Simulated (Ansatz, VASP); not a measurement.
## PbSe in VASP and in Ansatz

File POSCAR:

```
PbSe
1.0
    0.0000000000      3.1296441306      3.1296441306
    3.1296441306      0.0000000000      3.1296441306
    3.1296441306      3.1296441306      0.0000000000
Pb Se
1 1
Direct
    0.5000000000      0.5000000000      0.5000000000
    0.0000000000      0.0000000000      0.0000000000
```

Contents of INCAR.step1:

```
ALGO = Normal ; EDIFF = 1E-4
ENCUT = 520 ; GGA = PE
ISMEAR = 0 ; LASPH = True
LCHARG = False ; LREAL = False
LWAVE = True ; NBANDS = 17
NELM = 100 ; PREC = Accurate
SIGMA = 0.05
```

Contents of INCAR.step2:

```
ALGO = Normal ; EDIFF = 1E-6
ENCUT = 520 ; ISIF = 2
ISMEAR = 0 ; ISTART = 1
LASPH = True ; LCHARG = False
LMIXTAU = True ; LREAL = False
LWAVE = False ; METAGGA = R2SCAN
NBANDS = 17 ; NELM = 100
PREC = Accurate ; SIGMA = 0.05
```

Contents of KPOINTS:

```
k-points
0
Gamma
  10 10 10
```

Input for Ansatz:

```yaml
crystal:
  lattice:
    - [0.0, 3.1296441306, 3.1296441306]
    - [3.1296441306, 0.0, 3.1296441306]
    - [3.1296441306, 3.1296441306, 0.0]
  atoms:
    - { symbol: Pb, position: [0.5, 0.5, 0.5] }
    - { symbol: Se, position: [0.0, 0.0, 0.0] }
basis:
  ecutwfc: 500
  ecutrho_ratio: 4
kpoints:
  mp_grid: { grid: [10, 10, 10] }
hamiltonian:
  xc: r2scan
scf:
  occupations: { method: gaussian, width: 0.05 }
output:
  forces: true
  stress: true
  eigenvalues: true
  write_density: true
  write_potential: true
  elf: true
  volumetric_format: npy
```

Alike in both runs: task single point; functional r2SCAN; k mesh 10 × 10 × 10; occupations gaussian, width 0.05 eV; no spin polarisation.

|  | VASP | Ansatz |
| --- | --- | --- |
| version | VASP 6.6.1 | Ansatz 0.2.0 |
| potentials or method | VASP PAW PBE potentials, release 64 (Pb_d, Se), cutoff 520 eV | scalar-relativistic, plane waves, PAW |
| valence electrons in the cell | 20 | 30 |

VASP gave:

* gap on the k mesh at the Fermi level (eV): 0.79
* least direct gap on the mesh (eV): 0.79
* pressure (GPa): -1.9

**Question.** What did Ansatz give for the same quantities?

**Answer.** gap on the k mesh at the Fermi level (eV): 0.78; least direct gap on the mesh (eV): 0.78; pressure (GPa): -1.9.

VASP's potentials were made for PBE, not for r2SCAN. VASP's potentials hold 20 valence electrons a cell and Ansatz's 30, so a difference there can come from the potentials and not from the codes.

Neither program's run includes spin-orbit coupling.
